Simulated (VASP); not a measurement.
# MoS2 in VASP: a series of runs, part 2 of 2

VASP 6.6.1. Earlier steps stand in the parts before.

## (4) Single point, PBE+D3(BJ) (layers slid over each other)

Input file INCAR:

```
ALGO     = Fast           # electronic algorithm
DIPOL    = 0.5 0.5 0.390
EDIFF    = 1E-7           # SCF threshold, eV
ENCUT    = 520            # plane-wave cutoff, eV
GGA      = PE             # functional
IDIPOL   = 3            
ISIF     = 2              # what is computed and relaxed
ISMEAR   = 0              # smearing method
IVDW     = 12             # dispersion correction
LASPH    = T              # aspherical terms in the spheres
LCHARG   = T              # write CHGCAR
LDIPOL   = T            
LELF     = T              # ELF
LREAL    = F              # projectors in reciprocal space
LVACPOTAV= T            
LVHAR    = T            
LWAVE    = F              # write WAVECAR
NBANDS   = 35             # bands
NELM     = 80             # most SCF steps
PREC     = Accurate       # precision mode
SIGMA    = 0.1            # smearing width, eV
```

Input file KPOINTS:

```
k-points
0
Gamma
  12 12 1
```

Input file POSCAR:

```
MoS2
1.0
    3.1346592763      0.0000000000      0.0000000000
   -1.5673296382      2.7146945655      0.0000000000
    0.0000000000      0.0000000000     23.9375766064
S Mo
4 2
Direct
    0.0000000000      0.0000000000      0.1879889545
    0.3333333333      0.6666666667      0.3224548763
    0.3333333333      0.8333333333      0.4578069235
    0.6666666667      1.5000000000      0.5922728453
    0.6666666667      0.3333333333      0.2552219154
    1.0000000000      1.1666666667      0.5250398844
```

Potentials or basis: VASP PAW PBE potentials, release 64 (S, Mo_sv).

Launch:

```console
$ cat potpaw_PBE.64/S/POTCAR potpaw_PBE.64/Mo_sv/POTCAR > POTCAR
$ mpirun -np 1 vasp_std > vasp.out
```

OUTCAR:

```text
EDIFF = 1E-7
   ENCUT = 520
   GGA = PE
   ISIF = 2
   ISMEAR = 0
   IVDW = 12
   LASPH = T
   LREAL = F
   NELM = 80
   PREC = Accurate
 IVDW          = 12

 ion  position               nearest neighbor table
   1  0.000  0.000  0.188-   5 2.42   5 2.42   5 2.42
   2  0.333  0.667  0.322-   5 2.42   5 2.42   5 2.42
   3  0.333  0.833  0.458-   6 2.42   6 2.42   6 2.42
   4  0.667  0.500  0.592-   6 2.42   6 2.42   6 2.42
   5  0.667  0.333  0.255-   2 2.42   2 2.42   1 2.42   1 2.42   1 2.42   2 2.42
   6  0.000  0.167  0.525-   3 2.42   4 2.42   4 2.42   3 2.42   4 2.42   3 2.42

[... 1130 lines left out ...]
  Total      -0.12470    -0.15205    -0.38366    -0.02258     0.19911    -0.10078
  in kB      -0.98085    -1.19595    -3.01766    -0.17760     1.56611    -0.79264
  external pressure =       -1.73 kB  Pullay stress =        0.00 kB

 VOLUME and BASIS-vectors are now :
 -----------------------------------------------------------------------------
  energy-cutoff  :      520.00
  volume of cell :      203.70
      direct lattice vectors                 reciprocal lattice vectors
     3.134659276  0.000000000  0.000000000     0.319013938  0.184182783  0.000000000
    -1.567329638  2.714694565  0.000000000     0.000000000  0.368365566  0.000000000
     0.000000000  0.000000000 23.937576606     0.000000000  0.000000000  0.041775323

 POSITION                                       TOTAL-FORCE (eV/Angst)
 -----------------------------------------------------------------------------------
      0.00000      0.00000      4.50000        -0.003113      0.008118      0.037907
     -0.00000      1.80980      7.71879         0.014606     -0.027530     -0.106570
     -0.26122      2.26225     10.95879        -0.014606      0.027530      0.106570
      1.30611      1.35735     14.17758         0.003113     -0.008118     -0.037907
      1.56733      0.90490      6.10939         0.012951     -0.029152      0.046292
     -0.26122      0.45245     12.56818        -0.012951      0.029152     -0.046292
 -----------------------------------------------------------------------------------
    total drift:                                0.000000      0.000000     -0.000025

  FREE ENERGIE OF THE ION-ELECTRON SYSTEM (eV)
  ---------------------------------------------------
  free  energy   TOTEN  =       -44.1404216775 eV

  energy  without entropy=      -44.1238582362  energy(sigma->0) =      -44.13213996

 vacuum level on the upper side and lower side of the slab         6.727         6.727
```

OSZICAR:

```text
N       E                     dE             d eps       ncg     rms          rms(c)
DAV:   1     0.428526058076E+03    0.42853E+03   -0.28042E+04  6204   0.129E+03
DAV:   2    -0.171340277774E+02   -0.44566E+03   -0.43316E+03  6545   0.321E+02
DAV:   3    -0.442514255746E+02   -0.27117E+02   -0.26521E+02  6487   0.714E+01
[... 16 lines left out ...]
RMM:  20    -0.419450586326E+02   -0.10964E-04   -0.91510E-07  5293   0.393E-03    0.283E-03
RMM:  21    -0.419450775948E+02   -0.18962E-04   -0.13557E-06  5293   0.237E-03    0.880E-04
RMM:  22    -0.419450790811E+02   -0.14863E-05   -0.20377E-07  3898   0.103E-03    0.472E-04
RMM:  23    -0.419450802625E+02   -0.11814E-05   -0.93217E-08  3473   0.749E-04    0.194E-04
RMM:  24    -0.419450802866E+02   -0.24038E-07   -0.13345E-08  2391   0.448E-04
   1 F= -.44140422E+02 E0= -.44132140E+02  d E =-.165634E-01
```

stdout:

```text
POSCAR found type information on POSCAR S Mo
 POSCAR found :  2 types and       6 ions
 scaLAPACK will be used
 LDA part: xc-table for (Slater+PW92), standard interpolation
 POSCAR, INCAR and KPOINTS ok, starting setup
 FFT: planning ... GRIDC
 FFT: planning ... GRID_SOFT
 FFT: planning ... GRID
 WAVECAR not read
 entering main loop
 -----------------------------------------------------------------------------
|                                                                             |
|           W    W    AA    RRRRR   N    N  II  N    N   GGGG   !!!           |
|           W    W   A  A   R    R  NN   N  II  NN   N  G    G  !!!           |
|           W    W  A    A  R    R  N N  N  II  N N  N  G       !!!           |
|           W WW W  AAAAAA  RRRRR   N  N N  II  N  N N  G  GGG   !            |
|           WW  WW  A    A  R   R   N   NN  II  N   NN  G    G                |
|           W    W  A    A  R    R  N    N  II  N    N   GGGG   !!!           |
|                                                                             |
|     Did not find any points to average over, which means that no vacuum     |
|     field-free region was found. Please increase the size of  your cell     |
|     in the dimension of the dipole correction to obtain accurate            |
|     workfunction values.                                                    |
|                                                                             |
 -----------------------------------------------------------------------------
```

Run time: 30 min. Hardware: 1 thread of Oxide Virtual Turin-like, shared host; peak memory 0.57 GiB.

Results:

```
Free energy                : -44.1404 eV
Largest force              : 0.111 eV/Å
Band gap on the k mesh     : zero (bands 26 and 27 overlap by 0.46 eV)
Dispersion energy per atom : -0.366 eV
```

Forces in eV/Å, atoms in the order of the input:
```
S   -0.003  0.008  0.038
S    0.015 -0.028 -0.107
S   -0.015  0.028  0.107
S    0.003 -0.008 -0.038
Mo   0.013 -0.029  0.046
Mo  -0.013  0.029 -0.046
```

Levels at points of the mesh, in eV from the Fermi level:
```csv
k point,band 22,band 23,band 24,band 25,band 26,band 27,band 28,band 29,band 30,band 31
"(0.00, 0.00, 0.00)",-0.83,-0.82,-0.82,-0.82,-0.71,-0.06,-0.05,-0.02,-0.01,3.20
"(0.50, 0.00, 0.00)",-2.61,-2.31,-2.08,-1.49,-1.45,1.32,1.32,1.81,1.97,3.36
"(0.00, 0.50, 0.00)",-2.62,-2.33,-2.01,-1.50,-1.44,1.32,1.32,1.83,1.96,3.33
"(0.50, 0.50, 0.00)",-2.65,-2.28,-2.17,-1.50,-1.44,1.32,1.32,1.82,1.97,3.33
```

Caveat: the cell differs from its parent crystal (layers slid over each other).

## (5) Single point, PBE+D3(BJ) (layers slid over each other)

Input file INCAR:

```
PREC = Accurate
ENCUT = 520
EDIFF = 1E-7
ISMEAR = 0
SIGMA = 0.1
LREAL = F
LASPH = T
NELM = 80
ALGO = Fast
ISIF = 2
LWAVE = F
LCHARG = T
LDIPOL = T
IDIPOL = 3
DIPOL = 0.5 0.5 0.390
GGA = PE
IVDW = 12
LELF = T
LVHAR = T
LVACPOTAV = T
NBANDS = 35
```

Input file KPOINTS:

```
regular mesh
0
Gamma
  12 12 1
```

Input file POSCAR:

```
MoS2
1.0
    3.1346592763      0.0000000000      0.0000000000
   -1.5673296382      2.7146945655      0.0000000000
    0.0000000000      0.0000000000     23.9375766064
S Mo
4 2
Direct
    0.0000000000      0.0000000000      0.1879889545
    0.3333333333      0.6666666667      0.3224548763
    0.5000000000      1.3333333333      0.4578069235
    0.8333333333      2.0000000000      0.5922728453
    0.6666666667      0.3333333333      0.2552219154
    1.1666666667      1.6666666667      0.5250398844
```

Launch:

```console
$ cat potpaw_PBE.64/S/POTCAR potpaw_PBE.64/Mo_sv/POTCAR > POTCAR
$ mpirun -np 1 vasp_std > vasp.out
```

Wall time 28 min (1 thread of Oxide Virtual Turin-like, shared host); peak memory 0.57 GiB.

Results (log left out):

```
Free energy                : -44.1891 eV
Largest force              : 0.059 eV/Å
Band gap on the k mesh     : zero (bands 26 and 27 overlap by 0.46 eV)
Dispersion energy per atom : -0.366 eV
```

Forces on the atoms (eV/Å):
```
S    0.007 -0.002  0.037
S   -0.015  0.007  0.057
S    0.015 -0.007 -0.057
S   -0.007  0.002 -0.037
Mo  -0.022  0.007  0.037
Mo   0.022 -0.007 -0.037
```

Levels at points of the mesh, in eV from the Fermi level:
```tsv
k point	band 23	band 24	band 25	band 26	band 27	band 28	band 29	band 30
(0.00, 0.00, 0.00)	-0.82	-0.82	-0.82	-0.75	-0.05	-0.03	-0.02	0.00
(0.50, 0.00, 0.00)	-2.25	-2.21	-1.49	-1.43	1.32	1.32	1.83	1.98
(0.00, 0.50, 0.00)	-2.28	-2.20	-1.48	-1.44	1.32	1.32	1.86	1.96
(0.50, 0.50, 0.00)	-2.32	-2.12	-1.49	-1.43	1.32	1.32	1.90	1.93
```

Caveat: the cell differs from its parent crystal (layers slid over each other).

## (6) Summary

```csv
cell,gap on the mesh (eV),largest force (eV/Å)
"as given, atomic positions A",none,0.06
"as given, atomic positions B",none,0.06
"as given, atomic positions C",none,0.11
"as given, atomic positions D",none,0.06
```

Alike in all rows: task single point; level PBE+D3(BJ); potentials or basis VASP PAW PBE potentials, release 64 (S, Mo_sv); no spin polarisation; k mesh 12 × 12 × 1; cutoff (eV) 520; smearing gaussian 0.1 eV.

Total energies depend on the potentials used, so only differences within one code and one set of settings carry meaning.
